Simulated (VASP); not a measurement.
PbS:

```
CELL_PARAMETERS angstrom
3.65366 0.00000 0.00000
0.00000 3.65366 0.00000
0.00000 0.00000 3.65366
ATOMIC_POSITIONS crystal
Pb 0.00000 0.00000 0.00000
S 0.50000 0.50000 0.50000
```

```yaml
Program: VASP 6.6.1
Task: relaxation of cell and atoms
Functional: LDA
Potentials_or_basis: VASP PAW LDA potentials, release 64 (Pb_d, S)
Cutoff: 600 eV
k_mesh: 7 × 7 × 7
Occupations: fermi-dirac, width 0.05 eV
Spin: no spin polarisation
```

At the start: pressure -5.3 GPa; volume 24.39 Å³/atom.

Task: Where does the relaxation end?

Result: Over 3 steps the energy falls by 39.7 meV/atom and the volume is 22.21 Å³/atom (-8.9 %); space group Pm-3m (No. 221, to 0.1 Å) before and after.

Step by step:
```tsv
step	energy change (eV)	largest force (eV/Å)	pressure (GPa)	volume (Å³)
1	0.0000	0.0000	-5.25	48.77
2	-0.0730	0.0000	1.94	43.34
3	-0.0794	0.0000	0.02	44.42
```

Final structure:
```
Pb S
1.0
     3.54146    0.00000    0.00000
     0.00000    3.54146    0.00000
     0.00000    0.00000    3.54146
Pb S
1 1
Direct
  0.00000 0.00000 0.00000
  0.50000 0.50000 0.50000
```
